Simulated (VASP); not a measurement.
Write the native input for VASP 6.6.1 that does the following.

| Quantity | Value |
| --- | --- |
| Task | single point |
| Functional | PBE |
| Potentials or basis | VASP PAW PBE potentials, release 64 (Ni, Sb) |
| Cutoff | 520 eV |
| k mesh | 10 × 10 × 7 |
| Occupations | fermi-dirac, width 0.05 eV |
| Spin | no spin polarisation |
| Dipole correction | no |
| Further INCAR settings | ALGO = Normal; EDIFF = 1e-07; NBANDS = 23 |

The structure of NiSb lies in POSCAR:

```
NiSb
1.0
    3.4199476451      0.0000000000      0.0000000000
   -1.7099738226      2.9617615403      0.0000000000
    0.0000000000      0.0000000000      4.4577728979
Ni Sb
2 2
Direct
    0.0000000000      0.0000000000      0.0000000000
    0.0000000000      0.0000000000      0.5000000000
    0.3333333333      0.6666666667      0.2500000000
    0.6666666667      0.3333333333      0.7500000000
```

One way to write it, as run:

INCAR

```
SYSTEM = NiSb
PREC = Accurate
ENCUT = 520
EDIFF = 1E-7
ISMEAR = -1
SIGMA = 0.05
LREAL = .FALSE.
LASPH = .TRUE.
NELM = 60
ALGO = Normal
ISIF = 2
LWAVE = .FALSE.
LCHARG = .FALSE.
GGA = PE
NBANDS = 23
```

KPOINTS

```
regular mesh
0
G
  10 10 7
  0 0 0
```

Potentials or basis: VASP PAW PBE potentials, release 64 (Ni, Sb).

Command:

```console
$ cat potpaw_PBE.64/Ni/POTCAR potpaw_PBE.64/Sb/POTCAR > POTCAR
$ mpirun -np 1 vasp_std > vasp.out
```

Results of the run:

```
Pressure               : 149.8 GPa
Band gap on the k mesh : zero (bands 15 and 16 overlap by 4.98 eV)
```

Caveat: the cell stands under pressure; spin-orbit coupling is left out, which moves the levels of the heavy elements.

It took 2.2 min on 1 thread of AMD EPYC 7R13, with other jobs on the host, peak memory 0.18 GiB.
